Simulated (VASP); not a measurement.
Wanted: the native input for a VASP 6.6.1 run.

```
Task                   : single point
Functional             : LDA
Potentials or basis    : VASP PAW LDA potentials, release 64 (Y_sv, Au)
Cutoff                 : 500 eV
k mesh                 : 7 × 7 × 7
Occupations            : methfessel-paxton, width 0.1 eV
Spin                   : no spin polarisation
Dipole correction      : no
Further INCAR settings : ALGO = Normal; EDIFF = 1e-06; NBANDS = 18
```

The structure of YAu lies in POSCAR:

```
YAu
1.0
    3.6458389140      0.0000000000      0.0000000000
    0.0000000000      3.6458389140      0.0000000000
    0.0000000000      0.0000000000      3.6458389140
Y Au
1 1
Direct
    0.5000000000      0.5000000000      0.5000000000
    0.0000000000      0.0000000000      0.0000000000
```

One way to write it, as run:

INCAR

```
SYSTEM = YAu
PREC = Accurate
ENCUT = 500
EDIFF = 1E-6
ISMEAR = 1
SIGMA = 0.1
LREAL = .False.
LASPH = .True.
NELM = 120
ALGO = Normal
ISIF = 2
LWAVE = .False.
LCHARG = .False.
GGA = CA
NBANDS = 18
GGA_COMPAT = .False.
```

KPOINTS

```
regular mesh
0
Gamma
  7 7 7
  0 0 0
```

Potentials or basis: VASP PAW LDA potentials, release 64 (Y_sv, Au).

Run with:

```bash
$ cat potpaw_LDA.64/Y_sv/POTCAR potpaw_LDA.64/Au/POTCAR > POTCAR
$ mpirun -np 1 vasp_std > vasp.out
```

It gave:

The pressure is -8.8 GPa. The band gap on the k mesh is zero (band 11 reaches 6.32 eV, above the bottom of band 12 at 4.23 eV).

Caveat: spin-orbit coupling is left out, which moves the levels of the heavy elements.

Wall time 30 s on 1 thread of Intel Xeon 8259CL, on a shared host, peak memory 0.16 GiB.
